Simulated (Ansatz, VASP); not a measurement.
**MgO: VASP beside Ansatz**

Contents of INCAR:

```
SYSTEM = MgO
ALGO = Normal
EDIFF = 1E-6
EDIFFG = -0.01
ENCUT = 600
GGA = PS
IBRION = 2
ISIF = 3
ISMEAR = 0
LASPH = .True.
LCHARG = .False.
LREAL = .False.
LWAVE = .False.
NELM = 100
NSW = 100
PREC = Accurate
SIGMA = 0.05
```

Contents of KPOINTS:

```
k-points
0
Gamma
  10 10 10
  0 0 0
```

The input POSCAR:

```
MgO
1.0
    0.0000000000      2.1071057207      2.1071057207
    2.1071057207      0.0000000000      2.1071057207
    2.1071057207      2.1071057207      0.0000000000
Mg O
1 1
Direct
   -0.0657145063     -0.0120963198     -0.0058025646
    0.5657145063      0.5120963198      0.5058025646
```

Input for Ansatz:

```yaml
crystal:
  lattice:
    - [0.0, 2.1071057207, 2.1071057207]
    - [2.1071057207, 0.0, 2.1071057207]
    - [2.1071057207, 2.1071057207, 0.0]
  atoms:
    - { symbol: Mg, position: [-0.0657145063, -0.0120963198, -0.0058025646] }
    - { symbol: O, position: [0.5657145063, 0.5120963198, 0.5058025646] }
basis:
  ecutwfc: 420
kpoints:
  mp_grid: { grid: [10, 10, 10] }
hamiltonian:
  xc: pbesol
scf:
  occupations: { method: gaussian, width: 0.05 }
output:
  forces: true
  stress: true
  eigenvalues: true
  write_density: true
  write_potential: true
  elf: true
  volumetric_format: npy
relax:
  adjacent_minimum: "off"
  f_tol: 0.01
  max_steps: 80
  cell: { stress_tol: 0.1 }
```

Change from the starting cell: all atoms moved at random, sigma 0.25 Å a component; relaxed back.

Alike in both runs: task relaxation of cell and atoms; functional PBEsol; k mesh 10 × 10 × 10; occupations gaussian, width 0.05 eV; no spin polarisation.

```csv
,VASP,Ansatz
version,VASP 6.6.1,Ansatz 0.2.0
potentials or method,"VASP PAW PBE potentials, release 64 (Mg, O), cutoff 600 eV","scalar-relativistic, plane waves, PAW"
valence electrons in the cell,8,16
```

Ansatz gave:

| Quantity | Value |
| --- | --- |
| gap on the k mesh at the Fermi level, each at its own relaxed structure (eV) | 4.62 |
| relaxed volume (Å³/atom) | 9.36 |
| relaxed length of the cell vector where the two differ most in proportion (Å) | 2.980 |

Problem. What did VASP give for the same quantities?

Solution. gap on the k mesh at the Fermi level, each at its own relaxed structure (eV): 4.66; relaxed volume (Å³/atom): 9.31; relaxed length of the cell vector where the two differ most in proportion (Å): 2.975.

VASP's potentials were made for PBE, not for PBEsol. VASP's potentials hold 8 valence electrons a cell and Ansatz's 16, so a difference there can come from the potentials and not from the codes.
